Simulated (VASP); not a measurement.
The system is Cd.

```
Cd
1.0
     0.00000    3.04000    3.04000
     3.04000    0.00000    3.04000
     3.04000    3.04000    0.00000
Cd
2
Direct
  0.00000 0.00000 0.00000
  0.25000 0.25000 0.25000
```

This isn't the form of Cd at room conditions, which is hcp.

```yaml
Program: VASP 6.6.1
Task: relaxation of cell and atoms
Functional: pbesol exchange, lda correlation
Potentials_or_basis: VASP PAW PBE potentials, release 64 (Cd)
Cutoff: 500 eV
k_mesh: 6 × 6 × 6
Occupations: methfessel-paxton, width 0.1 eV
Spin: no spin polarisation
```

At the start: pressure 12.5 GPa; volume 28.09 Å³/atom.

Q: How do energy, volume and symmetry change on relaxing?

A: Over 4 steps the energy falls by 338.8 meV/atom and the volume is 40.16 Å³/atom (+43.0 %); space group Fd-3m (No. 227, to 0.1 Å) before and after.

The path:
```csv
step,energy change (eV),largest force (eV/Å),pressure (GPa),volume (Å³)
1,0.0000,0.0000,12.45,56.19
2,-0.6657,0.0000,0.95,75.88
3,-0.6752,0.0000,-0.35,82.13
4,-0.6775,0.0000,-0.05,80.33
```

Final structure:
```
Cd
1.0
     0.00000    3.42461    3.42461
     3.42461    0.00000    3.42461
     3.42461    3.42461    0.00000
Cd
2
Direct
  0.00000 0.00000 0.00000
  0.25000 0.25000 0.25000
```

Caveat: the volume moved by over 15 % at a fixed basis, so the end points are rough; the PAW data sets were made with another functional, which shifts forces and pressure a little.
